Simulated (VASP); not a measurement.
Wanted: the native input for a VASP 6.6.1 run.

* Task: single point
* Functional: BLYP
* Potentials or basis: VASP PAW PBE potentials, release 64 (Pb_d)
* Cutoff: 520 eV
* k mesh: 7 × 7 × 10
* Occupations: fermi-dirac, width 0.1 eV
* Spin: no spin polarisation
* Dipole correction: no
* Further INCAR settings: ALGO = Normal; EDIFF = 1e-07; NBANDS = 28

The structure of Pb lies in POSCAR:

```
Pb
1.0
    5.6467381488      0.0000000000      0.0000000000
   -2.8233690744      4.8902186854      0.0000000000
    0.0000000000      0.0000000000      3.3592353490
Pb
3
Direct
    0.0000000000      1.0000000000      0.0000000000
    0.3333333333      0.6666666667      0.5000000000
    0.6666666667      0.3333333333      0.5000000000
```

This isn't the form of Pb at room conditions, which is fcc.

The input as run:

INCAR

```
SYSTEM = Pb
PREC = Accurate
ENCUT = 520
EDIFF = 1E-7
ISMEAR = -1
SIGMA = 0.1
LREAL = .FALSE.
LASPH = .TRUE.
NELM = 60
ALGO = Normal
ISIF = 2
LWAVE = .FALSE.
LCHARG = .FALSE.
GGA = B5
ALDAX = 1.0
AGGAX = 1.0
AGGAC = 1.0
ALDAC = 0.0
NBANDS = 28
```

KPOINTS

```
Automatic mesh
0
G
  7 7 10
  0 0 0
```

Potentials or basis: VASP PAW PBE potentials, release 64 (Pb_d).

Launch:

```sh
$ cat potpaw_PBE.64/Pb_d/POTCAR > POTCAR
$ mpirun -np 1 vasp_std > vasp.out
```

It gave:

The pressure is 5.4 GPa. The band gap on the k mesh is zero (bands 21 and 22 overlap by 3.82 eV).

Caveat: the cell stands under pressure; the PAW data sets were made with another functional, which shifts forces and pressure a little; spin-orbit coupling is left out, which moves the levels of the heavy elements.

It took 69 s on 1 thread of Intel(R) Xeon(R) 6975P-C (Granite Rapids) (shared host), peak memory 0.25 GiB.
